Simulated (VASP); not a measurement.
Set up this calculation in VASP 6.6.1, as the native input.

* Task: single point
* Functional: PBE
* Potentials or basis: VASP PAW PBE potentials, release 64 (Hf_pv, O)
* Cutoff: 520 eV
* k mesh: 6 × 6 × 8
* Occupations: gaussian, width 0.05 eV
* Spin: no spin polarisation
* Dipole correction: no
* Further INCAR settings: ALGO = Normal; EDIFF = 1e-06; NBANDS = 31

The structure of HfO2 lies in POSCAR:

```
HfO2
1.0
    4.9217291452      0.0000000000      0.0000000000
    0.0000000000      4.9217291452      0.0000000000
    0.0000000000      0.0000000000      3.2647640994
Hf O
2 4
Direct
    0.0000000000      0.0000000000     -0.0417864770
    0.5000000000      0.5000000000      0.5417864770
    0.1948161092      0.8051838908      0.4865900157
    0.3051838908      0.3051838908      0.0134099843
    0.6948161092      0.6948161092      0.0134099843
    0.8051838908      0.1948161092      0.4865900157
```

The input as run:

INCAR

```
SYSTEM = HfO2
PREC = Accurate
ENCUT = 520
EDIFF = 1E-6
ISMEAR = 0
SIGMA = 0.05
LREAL = .FALSE.
LASPH = .TRUE.
NELM = 80
ALGO = Normal
ISIF = 2
LWAVE = .FALSE.
LCHARG = .TRUE.
GGA = PE
LELF = .TRUE.
LVHAR = .TRUE.
NBANDS = 31
```

KPOINTS

```
Automatic mesh
0
G
  6 6 8
  0 0 0
```

Potentials or basis: VASP PAW PBE potentials, release 64 (Hf_pv, O).

Command:

```sh
$ cat potpaw_PBE.64/Hf_pv/POTCAR potpaw_PBE.64/O/POTCAR > POTCAR
$ mpirun -np 1 vasp_std > vasp.out
```

It gave:

```json
{
  "Pressure": "-7.0 GPa",
  "Largest force": "0.658 eV/Å",
  "Band gap on the k mesh": "3.85 eV, direct"
}
```

Caveat: spin-orbit coupling is left out, which moves the levels of the heavy elements.

Wall time 97 s on 1 thread of AMD EPYC 9R45 (Zen 5), with other jobs on the host, peak memory 0.21 GiB.
